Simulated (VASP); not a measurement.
**CdTe: single point with PBE**

Crystal: CdTe.

```
Cd Te
1.0
     0.00000    3.37358    3.37358
     3.37358    0.00000    3.37358
     3.37358    3.37358    0.00000
Cd Te
1 1
Direct
  0.00000 0.00000 0.00000
  0.25000 0.25000 0.25000
```

This cell differs from its parent crystal: volume scaled by 1.06.

- Program: VASP 6.6.1
- Task: single point
- Functional: PBE
- Potentials or basis: VASP PAW PBE potentials, release 64 (Cd, Te)
- Cutoff: 520 eV
- k mesh: 10 × 10 × 10
- Occupations: gaussian, width 0.02 eV
- Spin: no spin polarisation

```
Pressure               : -1.7 GPa
Band gap on the k mesh : 0.42 eV, direct
```

Levels at points of the mesh, in eV from the valence-band top:
```csv
k point,band 5,band 6,band 7,band 8,band 9,band 10,band 11,band 12,band 13,band 14
"(0.00, 0.00, 0.00)",-7.76,-7.76,0.00,0.00,0.00,0.42,4.66,4.66,4.66,7.29
"(0.50, 0.00, 0.00)",-7.75,-7.50,-3.79,-0.61,-0.61,1.69,5.21,5.21,6.89,8.28
"(0.50, 0.50, 0.00)",-7.74,-7.40,-3.76,-1.49,-1.49,2.65,2.85,8.23,8.52,8.52
```

Wall time 69 s on 1 thread of Intel Xeon 8259CL, with other jobs on the host, peak memory 0.24 GiB.

Caveat: spin-orbit coupling is left out, which moves the levels of the heavy elements.
